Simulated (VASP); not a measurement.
# ZnO (P6_3mc) in VASP: elastic constants with PBE

Aim: the elastic constants of ZnO with PBE.

Program: VASP 6.6.1. These are calculated values, not measurements. Logs are shortened: lines on timing, memory, paths and dates and some standing lists are left out, and cuts for length are marked.

**1. The cell of the first run**

It takes space group P6_3mc (No. 186, hexagonal). The conventional cell has a = 3.279 Å, b = 3.279 Å, c = 5.294 Å, α = 90.00°, β = 90.00°, γ = 120.00°. Zn (site symmetry 3m) has 4 O at 2.00 to 2.01 Å within 2.6 Å. O (site symmetry 3m) has 4 Zn at 2.00 to 2.01 Å within 2.6 Å.

**2. Elastic constants, PBE**

Input file INCAR:

```
SYSTEM = ZnO
ALGO = Normal
EDIFF = 1E-8
ENCUT = 600
GGA = PE
IBRION = 6
ISIF = 3
ISMEAR = 0
KPAR = 4
LASPH = .TRUE.
LCHARG = .FALSE.
LREAL = .FALSE.
LWAVE = .FALSE.
NELM = 80
NFREE = 2
NSW = 1
POTIM = 0.015
PREC = Accurate
SIGMA = 0.01
```

Input file KPOINTS:

```
k-points
0
G
  12 12 6
  0 0 0
```

Input file POSCAR:

```
ZnO
1.0
    3.2794520250      0.0000000000      0.0000000000
   -1.6397260125      2.8400887641      0.0000000000
    0.0000000000      0.0000000000      5.2937909194
Zn O
2 2
Direct
    0.3333333333      0.6666666667      0.4999737318
    0.6666666667      0.3333333333     -0.0000262682
    0.6666666667      0.3333333333      0.3790362682
    0.3333333333      0.6666666667      0.8790362682
```

Potentials or basis: VASP PAW PBE potentials, release 64 (Zn, O).

The run is started by

```
$ cat potpaw_PBE.64/Zn/POTCAR potpaw_PBE.64/O/POTCAR > POTCAR
$ mpirun -np 4 vasp_std > vasp.out
```

OUTCAR:

```text
SYSTEM = ZnO
   EDIFF = 1E-8
   ENCUT = 600
   GGA = PE
   IBRION = 6
   ISIF = 3
   ISMEAR = 0
   LASPH = .TRUE.
   LREAL = .FALSE.
   NELM = 80
   NFREE = 2
   NSW = 1
   POTIM = 0.015
   PREC = Accurate

 ion  position               nearest neighbor table
   1  0.333  0.667  0.500-   3 2.00   3 2.00   3 2.00   4 2.01
   2  0.667  0.333  1.000-   4 2.00   4 2.00   4 2.00   3 2.01
   3  0.667  0.333  0.379-   1 2.00   1 2.00   1 2.00   2 2.01
   4  0.333  0.667  0.879-   2 2.00   2 2.00   2 2.00   1 2.01

  LATTYP: Found a hexagonal cell.
 ALAT       =     3.2794520250
 C/A-ratio  =     1.6142303284

  Lattice vectors:

 A1 = (   3.2794520250,   0.0000000000,   0.0000000000)
 A2 = (  -1.6397260125,   2.8400887641,   0.0000000000)
 A3 = (   0.0000000000,   0.0000000000,   5.2937909194)

Analysis of symmetry for initial positions (statically):
=====================================================================
 Subroutine PRICEL returns:
 Original cell was already a primitive cell.

 Routine SETGRP: Setting up the symmetry group for a
 hexagonal supercell.

 Subroutine GETGRP returns: Found 12 space group operations
 (whereof  6 operations were pure point group operations)
 out of a pool of 24 trial point group operations.

The static configuration has the point symmetry C_3v.
 The point group associated with its full space group is C_6v.

Analysis of symmetry for dynamics (positions and initial velocities):
=====================================================================
 Subroutine PRICEL returns:
 Original cell was already a primitive cell.

 Routine SETGRP: Setting up the symmetry group for a
 hexagonal supercell.

 Subroutine GETGRP returns: Found 12 space group operations
 (whereof  6 operations were pure point group operations)
 out of a pool of 24 trial point group operations.

The dynamic configuration has the point symmetry C_3v.
 The point group associated with its full space group is C_6v.

 Subroutine INISYM returns: Found 12 space group operations
 (whereof  6 operations are pure point group operations),
 and found     1 'primitive' translations

----------------------------------------------------------------------------------------

                                     Primitive cell

  volume of cell :      49.3060

  direct lattice vectors                    reciprocal lattice vectors
     3.279452025  0.000000000  0.000000000     0.304928992  0.176050836  0.000000000
    -1.639726012  2.840088764  0.000000000     0.000000000  0.352101671  0.000000000
     0.000000000  0.000000000  5.293790919     0.000000000  0.000000000  0.188900547

  length of vectors
     3.279452025  3.279452025  5.293790919     0.352101671  0.352101671  0.188900547

  position of ions in fractional coordinates (direct lattice)
     0.333333333  0.666666667  0.499973732
     0.666666667  0.333333333  0.999973732
     0.666666667  0.333333333  0.379036268
     0.333333333  0.666666667  0.879036268

  ion indices of the primitive-cell ions
[... 118 lines left out ...]

 number of electron      36.0000014 magnetization

 Free energy of the ion-electron system (eV)
  ---------------------------------------------------
  ext. energy  EPLUGINS =         0.00000000
  ---------------------------------------------------
  free energy    TOTEN  =       -17.86478896 eV

  energy without entropy =      -17.86478896  energy(sigma->0) =      -17.86478896

------------------------ aborting loop because EDIFF is reached ----------------------------------------

  FORCE on cell =-STRESS in cart. coord.  units (eV):
  Direction    XX          YY          ZZ          XY          YZ          ZX
  --------------------------------------------------------------------------------------
  -------------------------------------------------------------------------------------
  Total        0.2227057      0.2227057      0.2135022      0.0000000      0.0000000     -0.0000000
  in kB        7.2367235      7.2367235      6.9376606      0.0000000      0.0000000     -0.0000000
  external PRESSURE =       7.1370359 kB  Pullay stress =       0.0000000 kB
[... 95 lines left out ...]
  FREE ENERGIE OF THE ION-ELECTRON SYSTEM (eV)
  ---------------------------------------------------
  free  energy   TOTEN  =       -17.8525417478 eV

  energy  without entropy=      -17.8525417478  energy(sigma->0) =      -17.85254175

[... ionic steps 4 to 18 ...]

--------------------------------------- Ionic step       19  -------------------------------------------

 number of electron      36.0000015 magnetization

------------------------ aborting loop because EDIFF is reached ----------------------------------------
[... 71 lines left out ...]
--------------------------------------- Ionic step       21  -------------------------------------------

 number of electron      36.0000014 magnetization

 Free energy of the ion-electron system (eV)
  ---------------------------------------------------
  ext. energy  EPLUGINS =         0.00000000
  ---------------------------------------------------
  free energy    TOTEN  =       -17.86357943 eV

  energy without entropy =      -17.86357943  energy(sigma->0) =      -17.86357943

 E-fermi :   0.9586     XC(G=0): -10.7251

 val. band max:        0.8912947042   @ k =   0.0000   0.0000   0.0000
 cond. band min:       1.6195302799   @ k =   0.0000   0.0000   0.0000
 fundamental gap:      0.7282355757
 Fermi energy:         0.9585955856

 k-point     1 :       0.0000    0.0000    0.0000
  band No.  band energies     occupation
      1     -16.9248      2.00000
      2     -16.2565      2.00000
      3      -4.6373      2.00000
      4      -4.6373      2.00000
      5      -4.6212      2.00000
      6      -4.4958      2.00000
[... 589 lines left out ...]
     21       9.0493      0.00000
     22       9.6376      0.00000

 [... further k-points ...]

------------------------ aborting loop because EDIFF is reached ----------------------------------------

  FORCE on cell =-STRESS in cart. coord.  units (eV):
  Direction    XX          YY          ZZ          XY          YZ          ZX
  --------------------------------------------------------------------------------------
  -------------------------------------------------------------------------------------
  Total        0.1633160      0.1633160      0.3356493      0.0000000      0.0000000      0.0000000
  in kB        5.3068824      5.3068824     10.9067754      0.0000000      0.0000000      0.0000000
  external PRESSURE =       7.1735134 kB  Pullay stress =       0.0000000 kB
[... 19 lines left out ...]
  FREE ENERGIE OF THE ION-ELECTRON SYSTEM (eV)
  ---------------------------------------------------
  free  energy   TOTEN  =       -17.8635794262 eV

  energy  without entropy=      -17.8635794262  energy(sigma->0) =      -17.86357943

 INTERNAL STRAIN TENSORS FROM STRAINED CELLS
 ============================================

 INTERNAL STRAIN TENSOR FOR ION    1 for displacements in x,y,z  (eV/Angst):
          X           Y           Z          XY          YZ          ZX
  --------------------------------------------------------------------------------
  x    -0.00000     0.00000     0.00000    -6.27431     0.00000    -3.93978
  y    -6.28486     6.29119    -0.00000     0.00008    -3.93912    -0.00004
  z    -3.96847    -3.97264     7.82828    -0.00140     0.00048    -0.00009

 INTERNAL STRAIN TENSORS FROM DISPLACED ATOMS
 ============================================

 INTERNAL STRAIN TENSOR FOR ION    1 for displacements in x,y,z  (eV/Angst):
          X           Y           Z          XY          YZ          ZX
  --------------------------------------------------------------------------------
  x     0.00000     0.00000     0.00000    -6.26404     0.00000    -3.93578
  y    -6.26404     6.26404     0.00000     0.00000    -3.93579     0.00000
  z    -3.94909    -3.94909     7.79992     0.00000     0.00000     0.00000

 INTERNAL STRAIN TENSOR FOR ION    4 for displacements in x,y,z  (eV/Angst):
          X           Y           Z          XY          YZ          ZX
  --------------------------------------------------------------------------------
  x     0.00000     0.00000     0.00000    -7.25304    -0.00000     3.94298
  y    -7.25304     7.25304     0.00000    -0.00000     3.94299     0.00000
  z     3.98720     3.98720    -7.72658     0.00000     0.00000     0.00000

 Eigenvectors and eigenvalues of the dynamical matrix
 ----------------------------------------------------

   1 f  =   15.422584 THz    96.902955 2PiTHz  514.442037 cm-1    63.782655 meV
             X         Y         Z           dx          dy          dz
     -0.000000  1.893393  2.646756     0.000000   -0.000000   -0.082637
      1.639726  0.946696  5.293652    -0.000000    0.000000    0.082637
      1.639726  0.946696  2.006539    -0.000000    0.000000   -0.702261
     -0.000000  1.893393  4.653434     0.000000   -0.000000    0.702261
[... 71 lines left out ...]
  12 f/i=    0.009886 THz     0.062114 2PiTHz    0.329752 cm-1     0.040884 meV
             X         Y         Z           dx          dy          dz
     -0.000000  1.893393  2.646756    -0.000000   -0.000000    0.633512
      1.639726  0.946696  5.293652    -0.000000   -0.000000    0.633512
      1.639726  0.946696  2.006539    -0.000000   -0.000000    0.314107
     -0.000000  1.893393  4.653434    -0.000000   -0.000000    0.314107

--------------------------------------------------------------------------------------------------------

 ELASTIC MODULI CONTR FROM IONIC RELAXATION (kBar)
 Direction    XX          YY          ZZ          XY          YZ          ZX
 --------------------------------------------------------------------------------
 XX        -597.2777    251.2946    338.4429     -0.0000     -0.0000     -0.0000
 YY         251.2946   -597.2777    338.4429      0.0000     -0.0000      0.0000
 ZZ         338.4429    338.4429   -662.1342     -0.0000     -0.0000      0.0000
 XY          -0.0000      0.0000     -0.0000   -424.2861     -0.0000     -0.0000
 YZ           0.0000      0.0000     -0.0000     -0.0000   -152.6904      0.0000
 ZX          -0.0000      0.0000      0.0000     -0.0000      0.0000   -152.6895
 --------------------------------------------------------------------------------

 TOTAL ELASTIC MODULI (kBar)
 Direction    XX          YY          ZZ          XY          YZ          ZX
 --------------------------------------------------------------------------------
 XX        1883.0741   1099.1778    953.1527     -0.0000     -0.0000     -0.0000
 YY        1099.1778   1883.0741    953.1527      0.0000     -0.0000      0.0000
 ZZ         953.1527    953.1527   2019.2237     -0.0000     -0.0000      0.0000
 XY          -0.0000      0.0000     -0.0000    391.9481     -0.0000     -0.0000
 YZ           0.0000      0.0000     -0.0000     -0.0000    358.0892      0.0000
 ZX          -0.0000      0.0000      0.0000     -0.0000      0.0000    358.0900
 --------------------------------------------------------------------------------
```

Run time: 27 min. Hardware: 4 MPI ranks of Oxide Virtual Turin-like, shared host; peak memory 0.86 GiB.

What came out:

```yaml
Voigt_bulk_modulus: 131 GPa
Highest_phonon_frequency_at_Γ_LO-TO_splitting_left_out: 514 cm⁻¹
```

Phonon frequencies in cm⁻¹ (negative: imaginary):
| q point | frequencies |
| --- | --- |
| (0.000, 0.000, 0.000) | 0 0 0 90 90 248 353 374 374 404 404 514 |

Elastic tensor in Voigt notation (GPa, in the Cartesian axes of the cell as first typed):
```
188 110  95   0   0   0
110 188  95   0   0   0
 95  95 202   0   0   0
  0   0   0  36   0   0
  0   0   0   0  36   0
  0   0   0   0   0  39
```

Clamped-ion elastic tensor (GPa):
```
248  85  61   0   0   0
 85 248  61   0   0   0
 61  61 268   0   0   0
  0   0   0  51   0   0
  0   0   0   0  51   0
  0   0   0   0   0  82
```
